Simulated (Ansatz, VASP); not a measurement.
One calculation of NiMoIrPdW, two programs

```
CELL_PARAMETERS angstrom
2.76616 0.00000 0.00000
-1.38308 2.39557 0.00000
0.00000 0.00000 11.02292
ATOMIC_POSITIONS crystal
Ni 0.33333 0.66667 0.59712
Mo 0.00000 0.00000 0.41074
Pd 0.66667 0.33333 0.79520
Ir 0.66667 0.33333 0.19960
W 0.33333 0.66667 0.99734
```

Alike in both runs: functional RPBE; k mesh 8 × 8 × 2; occupations fermi-dirac, width 0.05 eV; collinear spin.

```csv
,VASP,Ansatz
version,VASP 6.6.1,Ansatz 0.2.0
potentials or method,"VASP PAW PBE potentials, release 64 (Ni, Mo_sv, Pd, Ir, W_sv), cutoff 520 eV","all-electron LAPW, scalar-relativistic"
task,single point,band structure
```

Ansatz gave:

| Quantity | Value |
| --- | --- |
| gap on the k mesh at the Fermi level (eV) | none |
| pressure (GPa) | 4.4 |
| traceless stress, the component that is largest in VASP (GPa) | 0.62 |
| rms of the force components (eV/Å) | 0.031 |
| net moment per atom (μB) | 0.00 |

**Question.** What did VASP give for the same quantities?

**Answer.** gap on the k mesh at the Fermi level (eV): none; pressure (GPa): 4.6; traceless stress, the component that is largest in VASP (GPa): 0.53; rms of the force components (eV/Å): 0.037; net moment per atom (μB): 0.00.

VASP's potentials were made for PBE, not for RPBE. Atom by atom the forces differ by 0.009 eV/Å (rms over components). A gap of «none» marks a metal or a gap that the smearing closes. Ansatz ran all-electron here, and VASP with PAW potentials.

Spin-orbit coupling is off throughout. Noted on Ansatz's run: the k mesh is thin for a metal, which can move the energy by tens of meV per atom.
